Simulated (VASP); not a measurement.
# TiO2: single point with PBEsol

The system is TiO2.

```
Ti O
1.0
     4.51718    0.00000    0.00000
     0.00000    4.51718    0.00000
     0.00000    0.00000    3.03616
Ti O
2 4
Direct
  0.00000 0.00000 0.00000
  0.50000 0.50000 0.50000
  0.30444 0.30444 0.00000
  0.19556 0.80444 0.50000
  0.69556 0.69556 0.00000
  0.80444 0.19556 0.50000
```

This cell differs from its parent crystal: ratio of the length along z to the lengths across it x 1.05, volume and fractional coordinates fixed.

```json
{"Program": "VASP 6.6.1", "Task": "single point", "Functional": "PBEsol", "Potentials or basis": "VASP PAW PBE potentials, release 64 (Ti_sv, O)", "Cutoff": "520 eV", "k mesh": "8 × 8 × 10", "Occupations": "gaussian, width 0.05 eV", "Spin": "no spin polarisation", "Dipole correction": "no", "Further INCAR settings": "ALGO = Normal; EDIFF = 1e-06; NBANDS = 33"}
```

```
Pressure               : -1.1 GPa
Largest force          : 0.022 eV/Å
Band gap on the k mesh : 1.78 eV
```

Forces on the atoms (eV/Å):
```
Ti   0.000  0.000  0.000
Ti   0.000  0.000  0.000
O    0.016  0.016  0.000
O   -0.016  0.016  0.000
O   -0.016 -0.016  0.000
O    0.016 -0.016  0.000
```

Stress tensor (GPa, compression positive):
```
 2.93  0.00  0.00
 0.00  2.93  0.00
 0.00  0.00 -9.25
```

Levels at points of the mesh, in eV from the valence-band top:
```
           k point  band 22  band 23  band 24  band 25  band 26  band 27
(0.00, 0.00, 0.00)    -0.45    -0.45     0.00     1.78     2.13     2.20
(0.50, 0.00, 0.00)    -1.95    -0.79    -0.79     2.47     2.47     2.91
(0.50, 0.50, 0.00)    -1.55    -1.05    -1.05     1.86     1.86     2.33
(0.00, 0.00, 0.50)    -2.61    -1.44    -1.44     2.78     2.78     2.98
(0.50, 0.00, 0.50)    -2.10    -1.10    -1.10     1.81     1.81     2.83
(0.50, 0.50, 0.50)    -1.40    -0.67    -0.67     2.54     2.54     2.84
```

Run time: 2 min on 1 thread of Intel(R) Xeon(R) Platinum 8488C (Sapphire Rapids), on a shared host, peak memory 0.27 GiB.

Caveat: the PAW data sets were made with another functional, which shifts forces and pressure a little. A k mesh can miss the band edges.
